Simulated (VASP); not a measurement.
Runs of VASP 6.6.1 on Ba. The structure is that of space group I4_1/amd (No. 141), or close to it. The cells are those of the table. 

```tsv
task	cell	k mesh for the DOS	occupations for the DOS	gap on the mesh (eV)	pressure (GPa)
single point	a = 5.082 Å, angles 97.4, 97.4, 137.8°, 2 atoms	-	-	none	6.3
single point	a = 4.639 Å, angles 97.6, 97.6, 137.5°, 2 atoms	-	-	none	(b)
single point	a = 4.869 Å, angles 97.5, 97.5, 137.6°, 2 atoms	-	-	none	10.3
single point	a = 4.436 Å, angles 97.3, 97.3, 138.1°, 2 atoms	-	-	none	(a)
single point	a = 5.278 Å, angles 97.4, 97.4, 138.0°, 2 atoms	-	-	none	3.7
```

Alike in all rows: level PBE; potentials or basis VASP PAW PBE potentials, release 64 (Ba_sv); no spin polarisation; k mesh 10 × 10 × 10; cutoff (eV) 520; smearing fermi-dirac 0.08 eV.

Q: Estimate the missing entries.

A: (a) 28.7; (b) 17.3.

Caveats: spin-orbit coupling is left out, which moves the levels of the heavy elements.

A k mesh can miss the band edges, and the runs leave out spin-orbit coupling on Ba.

A gap of «none» marks levels without a gap at the run's occupations.
